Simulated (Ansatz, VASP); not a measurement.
**One calculation of Cu, two programs**

```
Cu
1.0
     1.21846   -3.97638    0.00000
     1.21846    3.97638    0.00000
     0.00000    0.00000    2.47550
Cu
2
Direct
  0.13387 0.86613 0.25000
  0.86613 0.13387 0.75000
```

Alike in both runs: task single point; functional LDA; k mesh 14 × 14 × 13; occupations fermi-dirac, width 0.1 eV; no spin polarisation.

|  | VASP | Ansatz |
| --- | --- | --- |
| version | VASP 6.6.1 | Ansatz 0.2.0 |
| potentials or method | VASP PAW LDA potentials, release 64 (Cu) | plane waves, PAW |
| plane-wave cutoff (eV) | 520 | 420 |
| valence electrons in the cell | 22 | 38 |

Ansatz gave:

| Property | Result |
| --- | --- |
| gap on the k mesh at the Fermi level (eV) | none |
| pressure (GPa) | -7.5 |
| traceless stress, the component that is largest in VASP (GPa) | -0.56 |
| rms of the force components (eV/Å) | 0.027 |

Q: Estimate VASP's values.

A: gap on the k mesh at the Fermi level (eV): none; pressure (GPa): -6.5; traceless stress, the component that is largest in VASP (GPa): -0.51; rms of the force components (eV/Å): 0.024.

LDA's correlation is that of Perdew and Zunger in VASP and of Perdew and Wang (1992) in Ansatz. Atom by atom the forces differ by 0.003 eV/Å (rms over components). A gap of «none» marks a metal or a gap that the smearing closes. VASP's potentials hold 22 valence electrons a cell and Ansatz's 38, so a difference there can come from the potentials and not from the codes.
